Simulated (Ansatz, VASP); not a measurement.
## BeTeS4: VASP beside Ansatz

File INCAR:

```
PREC = Accurate
ENCUT = 600
EDIFF = 1E-7
ISMEAR = 0
SIGMA = 0.15
LREAL = False
LASPH = True
NELM = 120
ALGO = Normal
ISIF = 3
LWAVE = False
LCHARG = False
GGA = PE
IBRION = 2
NSW = 36
EDIFFG = -0.08
GGA_COMPAT = False
NELMIN = 4
```

KPOINTS

```
regular mesh
0
Gamma
  3 3 3
```

Contents of POSCAR:

```
BeTeS4
1.0
   -2.8761333700      2.8761333700      3.9249060900
    2.8761333700     -2.8761333700      3.9249060900
    2.8761333700      2.8761333700     -3.9249060900
Be Te S
1 1 4
Direct
    0.0000000000      0.0000000000      0.0000000000
    0.5000000000      0.5000000000      0.0000000000
    0.7045722600      0.7045722600      0.6626581000
    0.9580858300      0.2954277400      0.0000000000
    0.0419141700      0.0419141700      0.3373419000
    0.2954277400      0.9580858300      0.0000000000
```

Input for Ansatz:

```yaml
crystal:
  lattice:
    - [-2.87613337, 2.87613337, 3.92490609]
    - [2.87613337, -2.87613337, 3.92490609]
    - [2.87613337, 2.87613337, -3.92490609]
  atoms:
    - { symbol: Be, position: [0.0, 0.0, 0.0] }
    - { symbol: Te, position: [0.5, 0.5, 0.0] }
    - { symbol: S, position: [0.70457226, 0.70457226, 0.6626581] }
    - { symbol: S, position: [0.95808583, 0.29542774, 0.0] }
    - { symbol: S, position: [0.04191417, 0.04191417, 0.3373419] }
    - { symbol: S, position: [0.29542774, 0.95808583, 0.0] }
basis:
  ecutwfc: 420
kpoints:
  mp_grid: { grid: [3, 3, 3] }
hamiltonian:
  xc: pbe
scf:
  occupations: { method: gaussian, width: 0.15 }
  lower_state_search: "off"
output:
  forces: true
  stress: true
  eigenvalues: true
relax:
  adjacent_minimum: "off"
  f_tol: 0.08
  max_steps: 16
  cell: { stress_tol: 0.8 }
```

Change from the starting cell: species swapped into the AgClO4 type (I-42m, No. 121).

Alike in both runs: task relaxation of cell and atoms; functional PBE; k mesh 3 × 3 × 3; occupations gaussian, width 0.15 eV; no spin polarisation.

```csv
,VASP,Ansatz
version,VASP 6.6.1,Ansatz 0.2.0
potentials or method,"VASP PAW PBE potentials, release 64 (Be, Te, S), cutoff 600 eV","scalar-relativistic, plane waves, PAW"
valence electrons in the cell,32,42
```

VASP gave:

```
gap on the k mesh at the Fermi level, each at its own relaxed structure (eV) : none
relaxed volume (Å³/atom)                                                     : 20.08
relaxed cell length with the largest relative difference (Å)                 : 5.431
```

Estimate Ansatz's values.

gap on the k mesh at the Fermi level, each at its own relaxed structure (eV): none; relaxed volume (Å³/atom): 20.10; relaxed cell length with the largest relative difference (Å): 5.443.

A gap of «none» marks a metal or a gap that the smearing closes. VASP's potentials hold 32 valence electrons a cell and Ansatz's 42, so a difference there can come from the potentials and not from the codes.

The k mesh is coarse, so the values compare programs but aren't converged. Spin-orbit coupling is off throughout.
